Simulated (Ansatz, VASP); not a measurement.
# Co in VASP and in Ansatz

```xyz
4
Lattice="2.4706 0.0000 0.0000 -1.2353 2.1396 0.0000 0.0000 0.0000 8.0882" Properties=species:S:1:pos:R:3 pbc="T T T"
Co    1.2353    0.7132    6.0662
Co    0.0000    0.0000    4.0441
Co    0.0000    1.4264    2.0221
Co    0.0000    0.0000    0.0000
```

Alike in both runs: task single point; functional PBEsol; k mesh 12 × 12 × 4; occupations fermi-dirac, width 0.05 eV; collinear spin.

|  | VASP | Ansatz |
| --- | --- | --- |
| version | VASP 6.6.1 | Ansatz 0.2.0 |
| potentials or method | VASP PAW PBE potentials, release 64 (Co) | Ansatz PAW |
| plane-wave cutoff (eV) | 520 | 420 |
| valence electrons in the cell | 36 | 68 |

Ansatz gave:

```
gap on the k mesh at the Fermi level (eV)                     : none
pressure (GPa)                                                : -5.7
traceless stress, the component that is largest in VASP (GPa) : -2.66
rms of the force components (eV/Å)                            : 0.000
net moment per atom (μB)                                      : 1.65
size of the moment on the site where the two differ most (μB) : 1.72
```

Task: Estimate VASP's values.

Result: gap on the k mesh at the Fermi level (eV): none; pressure (GPa): -12.5; traceless stress, the component that is largest in VASP (GPa): -1.30; rms of the force components (eV/Å): 0.184; net moment per atom (μB): 0.55; size of the moment on the site where the two differ most (μB): 0.14.

The net moments are unlike, so the other rows may belong to different states. VASP's potentials were made for PBE, not for PBEsol. Site moments also hang on the region over which each program counts them. Atom by atom the forces differ by 0.184 eV/Å (rms over components). A gap of «none» marks a metal or a gap that the smearing closes. VASP's potentials hold 36 valence electrons a cell and Ansatz's 68, so a difference there can come from the potentials and not from the codes.
